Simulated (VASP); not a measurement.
# CdTe (m.bgw) (F-43m) in VASP: single point with PBE

Aim: the single point of CdTe (m.bgw) with PBE.

Program: VASP 6.6.1. These are calculated values, not measurements. Logs are shortened: lines on timing, memory, paths and dates and some standing lists are left out, and cuts for length are marked.

### 1 The cell of the first run

It takes space group F-43m (No. 216, cubic). The conventional cell has a = 6.619 Å, b = 6.619 Å, c = 6.619 Å, α = 90.00°, β = 90.00°, γ = 90.00°. Within 3.8 Å of Cd (site symmetry -43m) lie 4 Te at 2.87 Å. Te (site symmetry -43m) has 4 Cd at 2.87 Å within 3.8 Å.

### 2 Single point, PBE

File INCAR:

```
PREC = Accurate
ENCUT = 500
EDIFF = 1E-6
ISMEAR = 0
SIGMA = 0.01
LREAL = False
LASPH = True
NELM = 120
ALGO = Normal
ISIF = 2
LWAVE = False
LCHARG = False
GGA = PE
NBANDS = 16
GGA_COMPAT = False
```

File KPOINTS:

```
regular mesh
0
Gamma
  4 4 4
```

File POSCAR:

```
CdTe
1.0
    0.0000000000      3.3094718458      3.3094718458
    3.3094718458      0.0000000000      3.3094718458
    3.3094718458      3.3094718458      0.0000000000
Cd Te
1 1
Direct
    0.0000000000      0.0000000000      0.0000000000
    0.2500000000      0.2500000000      0.2500000000
```

Potentials or basis: VASP PAW PBE potentials, release 64 (Cd, Te).

Command:

```
cat potpaw_PBE.64/Cd/POTCAR potpaw_PBE.64/Te/POTCAR > POTCAR
mpirun -np 1 vasp_std > vasp.out
```

OUTCAR:

```text
PREC = Accurate
   ENCUT = 500
   EDIFF = 1E-6
   ISMEAR = 0
   LREAL = False
   LASPH = True
   NELM = 120
   ISIF = 2
   GGA = PE

 ion  position               nearest neighbor table
   1  0.000  0.000  0.000-   2 2.87   2 2.87   2 2.87   2 2.87
   2  0.250  0.250  0.250-   1 2.87   1 2.87   1 2.87   1 2.87

  LATTYP: Found a face centered cubic cell.
 ALAT       =     6.6189436916

  Lattice vectors:

 A1 = (   0.0000000000,   3.3094718458,   3.3094718458)
 A2 = (   3.3094718458,   0.0000000000,   3.3094718458)
 A3 = (   3.3094718458,   3.3094718458,   0.0000000000)

Analysis of symmetry for initial positions (statically):
=====================================================================
 Subroutine PRICEL returns:
 Original cell was already a primitive cell.

 Routine SETGRP: Setting up the symmetry group for a
 face centered cubic supercell.

 Subroutine GETGRP returns: Found 24 space group operations
 (whereof 24 operations were pure point group operations)
 out of a pool of 48 trial point group operations.

The static configuration has the point symmetry T_d .

Analysis of symmetry for dynamics (positions and initial velocities):
=====================================================================
 Subroutine PRICEL returns:
 Original cell was already a primitive cell.

 Routine SETGRP: Setting up the symmetry group for a
 face centered cubic supercell.

 Subroutine GETGRP returns: Found 24 space group operations
 (whereof 24 operations were pure point group operations)
 out of a pool of 48 trial point group operations.

The dynamic configuration has the point symmetry T_d .

 Subroutine INISYM returns: Found 24 space group operations
 (whereof 24 operations are pure point group operations),
 and found     1 'primitive' translations

----------------------------------------------------------------------------------------

                                     Primitive cell

  volume of cell :      72.4947

  direct lattice vectors                    reciprocal lattice vectors
     0.000000000  3.309471846  3.309471846    -0.151081509  0.151081509  0.151081509
     3.309471846  0.000000000  3.309471846     0.151081509 -0.151081509  0.151081509
     3.309471846  3.309471846  0.000000000     0.151081509  0.151081509 -0.151081509

  length of vectors
     4.680299969  4.680299969  4.680299969     0.261680849  0.261680849  0.261680849
[... 62 lines left out ...]
   ENCUT  =  500.0 eV  36.75 Ry    6.06 a.u.   8.53  8.53  8.53*2*pi/ulx,y,z
   NELM   =    120;   NELMIN=  2; NELMDL= -5     # of ELM steps
   EDIFF  = 0.1E-05   stopping-criterion for ELM
   LREAL  =      F    real-space projection
   EDIFFG = 0.1E-04   stopping-criterion for IOM
   NSW    =      0    number of steps for IOM
   IBRION =     -1    ionic relax: 0-MD 1-quasi-New 2-CG
   NFREE  =      0    steps in history (QN), initial steepest desc. (CG)
   ISIF   =      2    stress and relaxation
   ISYM   =      2    0-nonsym 1-usesym 2-fastsym
   POTIM  = 0.5000    time-step for ionic-motion
   TEBEG  =    0.0;   TEEND  =   0.0 temperature during run
   PSTRESS=    0.0 pullay stress
   NELECT =      18.0000    total number of electrons
   NUPDOWN=      -1.0000    fix difference up-down
   EMIN   =  10.00;   EMAX   =-10.00  energy-range for DOS
   EFERMI =   0.00;   METHOD = LEGACY
   ISMEAR =     0;   SIGMA  =   0.01  broadening in eV -4-tet -1-fermi 0-gaus
   EFERMI_NEDOS =   21; number of points for ismear=-14 and -15
   IALGO  =     38    algorithm
   IMIX   =      4    mixing-type and parameters
     AMIX     =   0.40;   BMIX     =  1.00
     AMIX_MAG =   1.60;   BMIX_MAG =  1.00
  volume/ion in A,a.u.               =      36.25       244.61
  Fermi-wavevector in a.u.,A,eV,Ry     =   1.028956  1.944446 14.405186  1.058751
  Thomas-Fermi vector in A             =   2.162979
   LORBIT       =      0    0 simple, 1 ext, 2 COOP (PROOUT), +10 PAW based schemes
   GGA     = PE    functional components
   LHFCALC =     F    Hartree Fock is set to
   AEXX    =    0.0000 exact exchange contribution
   IVDW    =     0    specifies the selected vdW correction
   LEPSILON=     F    determine dielectric tensor
   LRPA    =     F    only Hartree local field effects (RPA)
 non-spin polarized calculation
 Gauss-broadening in eV      SIGMA  =   0.01
  energy-cutoff  :      500.00
  volume of cell :       72.49
 maximum number of plane-waves:      1856
 NGX is ok and might be reduce to    36
   NGX = 17   NGY = 17   NGZ = 17

 number of electron      18.0000006 magnetization

 Free energy of the ion-electron system (eV)
  ---------------------------------------------------
  ext. energy  EPLUGINS =         0.00000000
  ---------------------------------------------------
  free energy    TOTEN  =        -4.75535760 eV

  energy without entropy =       -4.75535760  energy(sigma->0) =       -4.75535760

 E-fermi :   1.9270     XC(G=0):  -8.2941

 val. band max:        1.8208895628   @ k =   0.0000   0.0000   0.0000
 cond. band min:       2.3883583398   @ k =   0.0000   0.0000   0.0000
 fundamental gap:      0.5674687770
 Fermi energy:         1.9269500930

 k-point     1 :       0.0000    0.0000    0.0000
  band No.  band energies     occupation
      1      -9.0058      2.00000
      2      -6.3006      2.00000
      3      -6.3006      2.00000
      4      -6.3006      2.00000
      5      -6.0863      2.00000
      6      -6.0863      2.00000
[... 129 lines left out ...]
      3      -6.1928      2.00000
      4      -6.1098      2.00000
      5      -6.0844      2.00000
      6      -5.5931      2.00000
[... 8 lines left out ...]
     15      12.6427      0.00000
     16      12.8940      0.00000

------------------------ aborting loop because EDIFF is reached ----------------------------------------

  FORCE on cell =-STRESS in cart. coord.  units (eV):
  Direction    XX          YY          ZZ          XY          YZ          ZX
  --------------------------------------------------------------------------------------
  -------------------------------------------------------------------------------------
  Total        0.1276292      0.1276292      0.1276292      0.0000000      0.0000000     -0.0000000
  in kB        2.8206848      2.8206848      2.8206848      0.0000000      0.0000000     -0.0000000
  external PRESSURE =       2.8206848 kB  Pullay stress =       0.0000000 kB

 VOLUME and BASIS-vectors are now :
 -----------------------------------------------------------------------------
  energy-cutoff  :      500.00
  volume of cell :       72.49
      direct lattice vectors                 reciprocal lattice vectors
     0.000000000  3.309471846  3.309471846    -0.151081509  0.151081509  0.151081509
     3.309471846  0.000000000  3.309471846     0.151081509 -0.151081509  0.151081509
     3.309471846  3.309471846  0.000000000     0.151081509  0.151081509 -0.151081509

 POSITION                                       TOTAL-FORCE (eV/Angst)
 -----------------------------------------------------------------------------------
      0.00000      0.00000      0.00000        -0.000000     -0.000000     -0.000000
      1.65474      1.65474      1.65474         0.000000      0.000000      0.000000
 -----------------------------------------------------------------------------------
    total drift:                                0.000000      0.000000     -0.000000

  FREE ENERGIE OF THE ION-ELECTRON SYSTEM (eV)
  ---------------------------------------------------
  free  energy   TOTEN  =        -4.7553575978 eV

  energy  without entropy=       -4.7553575978  energy(sigma->0) =       -4.75535760
```

OSZICAR:

```text
N       E                     dE             d eps       ncg     rms          rms(c)
DAV:   1     0.846086286909E+02    0.84609E+02   -0.79321E+03   264   0.917E+02
DAV:   2    -0.206027483137E+01   -0.86669E+02   -0.82912E+02   320   0.223E+02
DAV:   3    -0.497474680990E+01   -0.29145E+01   -0.29107E+01   304   0.412E+01
DAV:   4    -0.500490435758E+01   -0.30158E-01   -0.30156E-01   400   0.358E+00
DAV:   5    -0.500498176744E+01   -0.77410E-04   -0.77409E-04   320   0.166E-01    0.489E+00
DAV:   6    -0.477046957459E+01    0.23451E+00   -0.39260E-01   288   0.707E+00    0.412E+00
DAV:   7    -0.475359796535E+01    0.16872E-01   -0.11185E-01   296   0.209E+00    0.164E+00
DAV:   8    -0.475478104707E+01   -0.11831E-02   -0.10489E-02   280   0.112E+00    0.477E-01
DAV:   9    -0.475522223296E+01   -0.44119E-03   -0.95449E-04   296   0.297E-01    0.101E-01
DAV:  10    -0.475530585625E+01   -0.83623E-04   -0.11895E-04   304   0.967E-02    0.527E-02
DAV:  11    -0.475535887050E+01   -0.53014E-04   -0.91290E-05   280   0.526E-02    0.344E-02
DAV:  12    -0.475535768140E+01    0.11891E-05   -0.36243E-06   328   0.133E-02    0.193E-02
DAV:  13    -0.475535759778E+01    0.83623E-07   -0.56251E-07   240   0.363E-03
   1 F= -.47553576E+01 E0= -.47553576E+01  d E =-.370877E-52
```

Wall time 12 s (1 thread of AMD EPYC 7R43 (Zen 3), shared host); peak memory 0.16 GiB.

What came out:

- Free energy: -4.7554 eV
- Pressure: 0.3 GPa
- Band gap on the k mesh: 0.57 eV, direct

Caveat: spin-orbit coupling is left out, which moves the levels of the heavy elements. A hybrid or GW would open this gap; PBE tends to underestimate it.
